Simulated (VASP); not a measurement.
A run of VASP 6.6.1:

INCAR

```
SYSTEM = CuSi16
  ALGO = Normal
  EDIFF = 1E-7
  ENCUT = 520
  GGA = PE
  ISIF = 2
  ISMEAR = 0
  IVDW = 12
  LASPH = .True.
  LCHARG = .False.
  LREAL = Auto
  LWAVE = .False.
  NBANDS = 52
  NELECT = 74.0
  NELM = 80
  PREC = Accurate
  SIGMA = 0.02
```

KPOINTS

```
k-points
0
Gamma
  2 2 2
  0 0 0
```

POSCAR

```
CuSi16
1.0
    0.0000000000      5.4300000000      5.4300000000
    5.4300000000      0.0000000000      5.4300000000
    5.4300000000      5.4300000000      0.0000000000
Si Cu
16 1
Direct
    0.0038930939     -0.0183396869      0.0111728361
    0.1279324125      0.1224861878      0.1179904236
   -0.0095271639     -0.0011325046      0.5074689687
    0.1229154696      0.1177171271      0.6365300184
   -0.0022573665      0.4946586556      0.0080593923
    0.1279625230      0.6103606814      0.1344360037
    0.0009167587      0.4906521179      0.5082451197
    0.1144683241      0.6244309392      0.6336162063
    0.5103855433      0.0097932781     -0.0303757827
    0.6321883978      0.1222390424      0.1177471455
    0.5033856354     -0.0014653775      0.5074335175
    0.6227080110      0.1560997238      0.5982172192
    0.5002877532      0.4944032228      0.0080842541
    0.6251070902      0.6344396869      0.1158632597
    0.4888570902      0.5269086556      0.4958563536
    0.6282038674      0.6241233886      0.6336305709
    0.3616005525     -0.0625480663      0.3395950276
```

Potentials or basis: VASP PAW PBE potentials, release 64 (Si, Cu).

Run with:

```sh
$ cat potpaw_PBE.64/Si/POTCAR potpaw_PBE.64/Cu/POTCAR > POTCAR
$ mpirun -np 1 vasp_std > vasp.out
```

Hardware: 1 thread of AMD EPYC 9R45 96-Core Processor (Zen 5), with other jobs on the host.

Q: How long does it take, and how much memory?

A: Wall time 4.1 min on 1 thread of AMD EPYC 9R45 96-Core Processor (Zen 5), with other jobs on the host, peak memory 0.46 GiB. Counts: scf iterations 23, k points 8.
